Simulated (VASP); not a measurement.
Mg: single point with PBE

The system is Mg, a wire with vacuum.

```
Mg
1.0
    10.30000    0.00000    0.00000
     0.00000    9.30000    0.00000
     0.00000    0.00000    5.18023
Mg
2
Direct
  0.43713 0.50000 0.00000
  0.56287 0.50000 0.50000
```

```json
{
 "Program": "VASP 6.6.1",
 "Task": "single point",
 "Functional": "PBE",
 "Potentials or basis": "VASP PAW PBE potentials, release 64 (Mg)",
 "Cutoff": "520 eV",
 "k mesh": "1 × 1 × 13",
 "Occupations": "gaussian, width 0.05 eV",
 "Spin": "collinear spin, ferromagnetic start",
 "Starting moments": "[0.5, 0.5] μB",
 "Dipole correction": "no",
 "Further INCAR settings": "ALGO = Normal; EDIFF = 1e-06; NBANDS = 13"
}
```

```
Largest force                                         : 0.301 eV/Å
Band gap on the k mesh                                : 0.54 eV, indirect (least direct gap 0.60 eV)
Net moment                                            : 0.00 μB per cell
Valence electrons inside the program's atomic spheres : Mg 0.37
```

Forces on the atoms (eV/Å):
```
Mg  -0.301  0.000  0.000
Mg   0.301  0.000  0.000
```

Levels at points of the mesh, in eV from the valence-band top:
Spin up:
```
           k point  band 1  band 2  band 3  band 4  band 5  band 6  band 7
(0.00, 0.00, 0.00)   -3.48    0.00    0.60    1.27    2.07    2.93    2.93
```
Spin down:
```csv
k point,band 1,band 2,band 3,band 4,band 5,band 6,band 7
"(0.00, 0.00, 0.00)",-3.48,0.00,0.60,1.27,2.07,2.93,2.93
```

Wall time 100 s on 1 thread of Intel(R) Xeon(R) 6975P-C (Granite Rapids), on a shared host, peak memory 0.63 GiB.
